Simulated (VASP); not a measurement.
# Ge (Fm-3m) in VASP: notebook, part 2 of 2

VASP 6.6.1. The steps go on from the part before.

### 4 Single point, PBE+D3(BJ)

INCAR reads:

```
SYSTEM = Ge
PREC = Accurate
ENCUT = 500
EDIFF = 1E-6
ISMEAR = -1
SIGMA = 0.15
LREAL = .False.
LASPH = .True.
NELM = 120
ALGO = Normal
ISIF = 2
LWAVE = .False.
LCHARG = .False.
GGA = PE
IVDW = 12
NBANDS = 13
GGA_COMPAT = .False.
```

KPOINTS reads:

```
Automatic mesh
0
Gamma
  20 20 20
  0 0 0
```

POSCAR reads:

```
Ge
1.0
    0.0000000000      2.0983605250      2.0983605250
    2.0983605250      0.0000000000      2.0983605250
    2.0983605250      2.0983605250      0.0000000000
Ge
1
Direct
    0.0000000000      0.0000000000      0.0000000000
```

Potentials or basis: VASP PAW PBE potentials, release 64 (Ge_d).

Command:

```sh
$ cat potpaw_PBE.64/Ge_d/POTCAR > POTCAR
$ mpirun -np 1 vasp_std > vasp.out
```

OUTCAR:

```text
SYSTEM = Ge
   PREC = Accurate
   ENCUT = 500
   EDIFF = 1E-6
   ISMEAR = -1
   LREAL = .False.
   LASPH = .True.
   NELM = 120
   ISIF = 2
   GGA = PE
   IVDW = 12
 IVDW          = 12

 ion  position               nearest neighbor table
   1  0.000  0.000  0.000-

  LATTYP: Found a face centered cubic cell.
 ALAT       =     4.1967210500

  Lattice vectors:

 A1 = (   0.0000000000,   2.0983605250,   2.0983605250)
 A2 = (   2.0983605250,   0.0000000000,   2.0983605250)
 A3 = (   2.0983605250,   2.0983605250,   0.0000000000)

Analysis of symmetry for initial positions (statically):
=====================================================================
 Subroutine PRICEL returns:
 Original cell was already a primitive cell.

 Routine SETGRP: Setting up the symmetry group for a
 face centered cubic supercell.

 Subroutine GETGRP returns: Found 48 space group operations
[... 9 lines left out ...]

 Routine SETGRP: Setting up the symmetry group for a
 face centered cubic supercell.

 Subroutine GETGRP returns: Found 48 space group operations
[... 11 lines left out ...]
                                     Primitive cell

  volume of cell :      18.4787

  direct lattice vectors                    reciprocal lattice vectors
     0.000000000  2.098360525  2.098360525    -0.238281265  0.238281265  0.238281265
     2.098360525  0.000000000  2.098360525     0.238281265 -0.238281265  0.238281265
     2.098360525  2.098360525  0.000000000     0.238281265  0.238281265 -0.238281265

  length of vectors
     2.967529913  2.967529913  2.967529913     0.412715257  0.412715257  0.412715257

  position of ions in fractional coordinates (direct lattice)
     0.000000000  0.000000000  0.000000000

  ion indices of the primitive-cell ions
   primitive index   ion index
                 1           1

----------------------------------------------------------------------------------------

 KPOINTS: Automatic mesh

Automatic generation of k-mesh.
 Grid dimensions read from file:
 generate k-points for:   20   20   20

 Generating k-lattice:

  Cartesian coordinates                     Fractional coordinates (reciprocal lattice)
    -0.011914063  0.011914063  0.011914063     0.050000000  0.000000000  0.000000000
     0.011914063 -0.011914063  0.011914063     0.000000000  0.050000000  0.000000000
     0.011914063  0.011914063 -0.011914063     0.000000000  0.000000000  0.050000000

  Length of vectors
     0.020635763  0.020635763  0.020635763

  Shift w.r.t. Gamma in fractional coordinates (k-lattice)
     0.000000000  0.000000000  0.000000000

 Subroutine IBZKPT returns following result:
 ===========================================

 Found    256 irreducible k-points:

 Following reciprocal coordinates:
            Coordinates               Weight
  0.000000  0.000000  0.000000      1.000000
  0.050000  0.000000  0.000000      8.000000
  0.100000  0.000000  0.000000      8.000000
  0.150000  0.000000  0.000000      8.000000
  0.200000  0.000000  0.000000      8.000000
  0.250000  0.000000  0.000000      8.000000
[... 16 lines left out ...]
 -0.400000  0.050000  0.000000     24.000000
 -0.350000  0.050000  0.000000     24.000000
 [... further k-points ...]
   k-points           NKPTS =    256   k-points in BZ     NKDIM =    256   number of bands    NBANDS=     13
   number of dos      NEDOS =    301   number of ions     NIONS =      1
   total plane-waves  NPLWV =  13824
   dimension x,y,z NGX =    24 NGY =   24 NGZ =   24
   dimension x,y,z NGXF=    48 NGYF=   48 NGZF=   48
   ions per type =               1
   NGX,Y,Z   is equivalent  to a cutoff of  13.45, 13.45, 13.45 a.u.
   NGXF,Y,Z  is equivalent  to a cutoff of  26.89, 26.89, 26.89 a.u.
 SYSTEM =  Ge
   PREC   = accura    normal or accurate (medium, high low for compatibility)
   ISTART =      0    job   : 0-new  1-cont  2-samecut
   ICHARG =      2    charge: 1-file 2-atom 10-const
   ISPIN  =      1    spin polarized calculation?
   LNONCOLLINEAR =      F non collinear calculations
   LSORBIT =      F    spin-orbit coupling
   LASPH  =      T    aspherical Exc in radial PAW
   ENCUT  =  500.0 eV  36.75 Ry    6.06 a.u.   5.41  5.41  5.41*2*pi/ulx,y,z
   NELM   =    120;   NELMIN=  2; NELMDL= -5     # of ELM steps
   EDIFF  = 0.1E-05   stopping-criterion for ELM
   LREAL  =      F    real-space projection
   EDIFFG = 0.1E-04   stopping-criterion for IOM
   NSW    =      0    number of steps for IOM
   IBRION =     -1    ionic relax: 0-MD 1-quasi-New 2-CG
   NFREE  =      0    steps in history (QN), initial steepest desc. (CG)
   ISIF   =      2    stress and relaxation
   ISYM   =      2    0-nonsym 1-usesym 2-fastsym
   POTIM  = 0.5000    time-step for ionic-motion
   TEBEG  =    0.0;   TEEND  =   0.0 temperature during run
   PSTRESS=    0.0 pullay stress
   NELECT =      14.0000    total number of electrons
   NUPDOWN=      -1.0000    fix difference up-down
   EMIN   =  10.00;   EMAX   =-10.00  energy-range for DOS
   EFERMI =   0.00;   METHOD = LEGACY
   ISMEAR =    -1;   SIGMA  =   0.15  broadening in eV -4-tet -1-fermi 0-gaus
   EFERMI_NEDOS =   21; number of points for ismear=-14 and -15
   IALGO  =     38    algorithm
   IMIX   =      4    mixing-type and parameters
     AMIX     =   0.40;   BMIX     =  1.00
     AMIX_MAG =   1.60;   BMIX_MAG =  1.00
  volume/ion in A,a.u.               =      18.48       124.70
  Fermi-wavevector in a.u.,A,eV,Ry     =   1.492430  2.820284 30.304914  2.227348
  Thomas-Fermi vector in A             =   2.604959
   LORBIT       =      0    0 simple, 1 ext, 2 COOP (PROOUT), +10 PAW based schemes
   GGA     = PE    functional components
   LHFCALC =     F    Hartree Fock is set to
   AEXX    =    0.0000 exact exchange contribution
   IVDW    =    12    specifies the selected vdW correction
   LEPSILON=     F    determine dielectric tensor
   LRPA    =     F    only Hartree local field effects (RPA)
 non-spin polarized calculation
  energy-cutoff  :      500.00
  volume of cell :       18.48
 maximum number of plane-waves:       495
 NGX is ok and might be reduce to    24
   NGX = 11   NGY = 11   NGZ = 11

 number of electron      13.9999991 magnetization

 Free energy of the ion-electron system (eV)
  ---------------------------------------------------
  ext. energy  EPLUGINS =         0.00000000
  ---------------------------------------------------
  free energy    TOTEN  =        -4.18973681 eV

  energy without entropy =       -4.15473303  energy(sigma->0) =       -4.17223492

 E-fermi :   7.1010     XC(G=0): -11.4019

 val. band max:        7.0848758482   @ k =   0.4500   0.3500   0.1000
 cond. band min:       7.1081210950   @ k =  -0.3000   0.4500   0.2000
 fundamental gap:      0.0232452468
 Fermi energy:         7.1010052786

 k-point     1 :       0.0000    0.0000    0.0000
  band No.  band energies     occupation
      1     -17.7081      2.00000
      2     -17.7081      2.00000
      3     -17.7081      2.00000
      4     -17.6553      2.00000
      5     -17.6553      2.00000
      6      -6.3250      2.00000
      7      16.2299      0.00000
      8      16.2299      0.00000
      9      16.2299      0.00000
     10      21.2426      0.00000
     11      21.2426      0.00000
     12      21.2426      0.00000
     13      22.2039      0.00000

 k-point     2 :       0.0500    0.0000    0.0000
  band No.  band energies     occupation
      1     -17.7081      2.00000
      2     -17.7067      2.00000
      3     -17.7067      2.00000
      4     -17.6555      2.00000
      5     -17.6555      2.00000
      6      -6.2615      2.00000
      7      15.5381      0.00000
      8      16.1234      0.00000
      9      16.1234      0.00000
     10      20.6606      0.00000
     11      21.4280      0.00000
     12      21.4280      0.00000
     13      23.3661      0.00000
[... 321 lines left out ...]
 k-point    23 :      -0.4000    0.0500    0.0000
  band No.  band energies     occupation
      1     -17.7104      2.00000
      2     -17.7022      2.00000
      3     -17.7004      2.00000
      4     -17.6134      2.00000
      5     -17.6091      2.00000
      6      -1.9750      2.00000
      7       2.8937      2.00000
      8      13.3424      0.00000
      9      14.2715      0.00000
     10      19.4791      0.00000
     11      19.7887      0.00000
     12      20.1329      0.00000
     13      22.6369      0.00000

 k-point    24 :      -0.3500    0.0500    0.0000
  band No.  band energies     occupation
      1     -17.7099      2.00000
      2     -17.6996      2.00000
      3     -17.6983      2.00000
      4     -17.6226      2.00000
      5     -17.6151      2.00000
      6      -2.8951      2.00000
      7       4.3515      2.00000
      8      13.3509      0.00000
      9      14.5581      0.00000
     10      19.6571      0.00000
     11      20.0554      0.00000
     12      20.3430      0.00000
     13      23.1306      0.00000

 [... further k-points ...]

------------------------ aborting loop because EDIFF is reached ----------------------------------------

 Edisp (eV)   -0.35779

 E8    (eV) :    -0.1579

  FORCE on cell =-STRESS in cart. coord.  units (eV):
  Direction    XX          YY          ZZ          XY          YZ          ZX
  --------------------------------------------------------------------------------------
  -------------------------------------------------------------------------------------
  Total       0.08945     0.08945     0.08945     0.00000    -0.00000     0.00000
  in kB       7.75551     7.75551     7.75551     0.00000    -0.00000     0.00000
  external pressure =        7.76 kB  Pullay stress =        0.00 kB

 VOLUME and BASIS-vectors are now :
 -----------------------------------------------------------------------------
  energy-cutoff  :      500.00
  volume of cell :       18.48
      direct lattice vectors                 reciprocal lattice vectors
     0.000000000  2.098360525  2.098360525    -0.238281265  0.238281265  0.238281265
     2.098360525  0.000000000  2.098360525     0.238281265 -0.238281265  0.238281265
     2.098360525  2.098360525  0.000000000     0.238281265  0.238281265 -0.238281265

 POSITION                                       TOTAL-FORCE (eV/Angst)
 -----------------------------------------------------------------------------------
      0.00000      0.00000      0.00000         0.000000     -0.000000      0.000000
 -----------------------------------------------------------------------------------
    total drift:                               -0.000000      0.000000     -0.000000

  FREE ENERGIE OF THE ION-ELECTRON SYSTEM (eV)
  ---------------------------------------------------
  free  energy   TOTEN  =        -4.5475291829 eV

  energy  without entropy=       -4.5125254024  energy(sigma->0) =       -4.53002729
```

OSZICAR:

```text
N       E                     dE             d eps       ncg     rms          rms(c)
DAV:   1     0.602424795617E+02    0.60242E+02   -0.69227E+03  7346   0.293E+03
DAV:   2     0.933446691121E+00   -0.59309E+02   -0.56576E+02  7021   0.408E+02
DAV:   3    -0.414017570455E+01   -0.50736E+01   -0.50487E+01  7844   0.687E+01
DAV:   4    -0.420267315177E+01   -0.62497E-01   -0.62490E-01  7746   0.829E+00
DAV:   5    -0.420326770502E+01   -0.59455E-03   -0.59455E-03  7942   0.884E-01    0.114E+00
DAV:   6    -0.419403843777E+01    0.92293E-02   -0.56920E-03  8436   0.162E+00    0.635E-01
DAV:   7    -0.418987669546E+01    0.41617E-02   -0.41554E-03  8396   0.103E+00    0.545E-02
DAV:   8    -0.418973119478E+01    0.14550E-03   -0.36378E-04  8026   0.452E-01    0.227E-02
DAV:   9    -0.418973645648E+01   -0.52617E-05   -0.53526E-06  7875   0.262E-02    0.520E-03
DAV:  10    -0.418973681304E+01   -0.35656E-06   -0.21694E-07  5563   0.103E-02
   1 F= -.45475292E+01 E0= -.45300273E+01  d E =-.350038E-01
```

Run time: 28 s. Hardware: 1 thread of Intel Xeon Platinum 8488C (Sapphire Rapids), shared host; peak memory 0.18 GiB.

What came out:

| Property | Result |
| --- | --- |
| Free energy | -4.5475 eV |
| Pressure | 0.8 GPa |
| Band gap on the k mesh | zero (band 7 reaches 16.23 eV, above the bottom of band 8 at 4.59 eV) |
| Dispersion energy per atom | -0.358 eV |

Caveat: pairwise dispersion overbinds metals, which lowers pressure and volume.

### 5 Overview

| k mesh | cutoff (eV) | smearing | gap on the mesh (eV) | pressure (GPa) |
| --- | --- | --- | --- | --- |
| 20 × 20 × 20 | 520 | gaussian 0.15 eV | none | 0.8 |
| 22 × 22 × 22 | 520 | gaussian 0.15 eV | none | 1.0 |
| 20 × 20 × 20 | 500 | fermi-dirac 0.15 eV | none | 0.8 |

Alike in all rows: task single point; level PBE+D3(BJ); potentials or basis VASP PAW PBE potentials, release 64 (Ge_d); no spin polarisation; cell as given.

Every run on the cell as given and a fine mesh finds a metal.

Caveats: pairwise dispersion overbinds metals, which lowers pressure and volume.

Total energies depend on the potentials used, so only differences within one code and one set of settings carry meaning.
